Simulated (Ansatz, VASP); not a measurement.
One calculation of TiO2, two programs

POSCAR

```
TiO2
1.0
   -1.8794009597      1.8794009597      4.7253708500
    1.8794009597     -1.8794009597      4.7253708500
    1.8794009597      1.8794009597     -4.7253708500
Ti O
2 4
Direct
    0.7500000000      0.2500000000      0.5000000000
    0.0000000000      0.0000000000      0.0000000000
    0.7919000000      0.7919000000      0.0000000000
    0.5419000000      0.0419000000      0.5000000000
    0.9581000000      0.4581000000      0.5000000000
    0.2081000000      0.2081000000      0.0000000000
```

INCAR.step1

```
SYSTEM = TiO2
ALGO     = Normal         ! electronic algorithm
EDIFF    = 1E-4           ! SCF threshold, eV
ENCUT    = 520            ! plane-wave cutoff, eV
GGA      = PE             ! functional
ISMEAR   = -1             ! smearing method
LASPH    = .True.         ! aspherical terms in the spheres
LCHARG   = .False.        ! write CHGCAR
LREAL    = .False.        ! projectors in reciprocal space
LWAVE    = .True.         ! write WAVECAR
NBANDS   = 33             ! bands
NELM     = 80             ! most SCF steps
PREC     = Accurate       ! precision mode
SIGMA    = 0.05           ! smearing width, eV
```

The input INCAR.step2:

```
SYSTEM = TiO2
ALGO     = Normal         ! electronic algorithm
BPARAM   = 11.95        
CPARAM   = 0.0093       
EDIFF    = 1E-6           ! SCF threshold, eV
ENCUT    = 520            ! plane-wave cutoff, eV
ISIF     = 2              ! what is computed and relaxed
ISMEAR   = -1             ! smearing method
ISTART   = 1            
IVDW_NL  = 2            
LASPH    = .True.         ! aspherical terms in the spheres
LCHARG   = .False.        ! write CHGCAR
LMIXTAU  = .True.       
LREAL    = .False.        ! projectors in reciprocal space
LUSE_VDW = .True.       
LWAVE    = .False.        ! write WAVECAR
METAGGA  = R2SCAN         ! meta-GGA
NBANDS   = 33             ! bands
NELM     = 80             ! most SCF steps
PREC     = Accurate       ! precision mode
SIGMA    = 0.05           ! smearing width, eV
```

Contents of KPOINTS:

```
k-points
0
Gamma
  10 10 10
  0 0 0
```

The input input.yaml:

```yaml
crystal:
  lattice:
    - [-1.8794009597, 1.8794009597, 4.72537085]
    - [1.8794009597, -1.8794009597, 4.72537085]
    - [1.8794009597, 1.8794009597, -4.72537085]
  atoms:
    - { symbol: Ti, position: [0.75, 0.25, 0.5] }
    - { symbol: Ti, position: [0.0, 0.0, 0.0] }
    - { symbol: O, position: [0.7919, 0.7919, 0.0] }
    - { symbol: O, position: [0.5419, 0.0419, 0.5] }
    - { symbol: O, position: [0.9581, 0.4581, 0.5] }
    - { symbol: O, position: [0.2081, 0.2081, 0.0] }
hamiltonian:
  xc: r2scan
  pseudopotentials: { kind: paw }
  dispersion: rvv10
kpoints:
  mp_grid: { grid: [10, 10, 10] }
scf:
  occupations: { method: fermi_dirac, width: 0.05 }
output:
  forces: true
  stress: true
  eigenvalues: true
```

Alike in both runs: task single point; functional r2SCAN; dispersion rVV10; k mesh 10 × 10 × 10; occupations fermi-dirac, width 0.05 eV; no spin polarisation.

|  | VASP | Ansatz |
| --- | --- | --- |
| version | VASP 6.6.1 | Ansatz 0.2.0 |
| potentials or method | VASP PAW PBE potentials, release 64 (Ti_sv, O) | Ansatz PAW |
| plane-wave cutoff (eV) | 520 | 500 |
| valence electrons in the cell | 48 | 48 |

Ansatz gave:

```
gap on the k mesh at the Fermi level (eV)                     : 2.57
least direct gap on the mesh (eV)                             : 2.91
pressure (GPa)                                                : 4.1
traceless stress, the component that is largest in VASP (GPa) : 0.80
rms of the force components (eV/Å)                            : 0.073
```

Estimate VASP's values.

gap on the k mesh at the Fermi level (eV): 2.59; least direct gap on the mesh (eV): 2.94; pressure (GPa): 5.5; traceless stress, the component that is largest in VASP (GPa): 0.72; rms of the force components (eV/Å): 0.087.

VASP's potentials were made for PBE, not for r2SCAN. Atom by atom the forces differ by 0.014 eV/Å (rms over components).
